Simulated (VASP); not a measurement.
A run of VASP 6.6.1 is set up as follows.

The input INCAR:

```
PREC = Accurate
ENCUT = 520
EDIFF = 1E-8
ISMEAR = -1
SIGMA = 0.03
LREAL = False
LASPH = True
NELM = 100
ALGO = Normal
ISIF = 2
LWAVE = False
LCHARG = False
GGA = PS
LEFG = True
NBANDS = 19
```

KPOINTS

```
Automatic mesh
0
Gamma
  13 13 7
```

The input POSCAR:

```
TiTe2
1.0
    3.7895491555      0.0000000000      0.0000000000
   -1.8947745777      3.2818458376      0.0000000000
    0.0000000000      0.0000000000      6.5195881985
Ti Te
1 2
Direct
    0.0000000000      0.0000000000      0.0000000000
    0.6666666667      0.3333333333      0.2628000000
    0.3333333333      0.6666666667      0.7372000000
```

Potentials or basis: VASP PAW PBE potentials, release 64 (Ti_sv, Te).

Command:

```sh
$ cat potpaw_PBE.64/Ti_sv/POTCAR potpaw_PBE.64/Te/POTCAR > POTCAR
$ mpirun -np 1 vasp_std > vasp.out
```

Predict the band gap on the k mesh.

zero (bands 12 and 13 overlap by 0.65 eV).

Predict the pressure.

-2.8 GPa.

Electric field gradients, principal values (V/Å²):
| atom | least | middle | greatest (by size) |
| --- | --- | --- | --- |
| 1 Ti | 13.679 | 13.683 | -27.362 |
| 2 Te | 30.365 | 30.365 | -60.730 |
| 3 Te | 30.365 | 30.365 | -60.730 |

Caveat: without QUAD_EFG the Cq values of the log hold for a quadrupole moment of 1 mb, not for the nuclei; the PAW data sets were made with another functional, which shifts forces and pressure a little; spin-orbit coupling is left out, which moves the levels of the heavy elements; this functional lacks dispersion, which binds layers or chains, so the pressure and a relaxed spacing across them are unreliable.
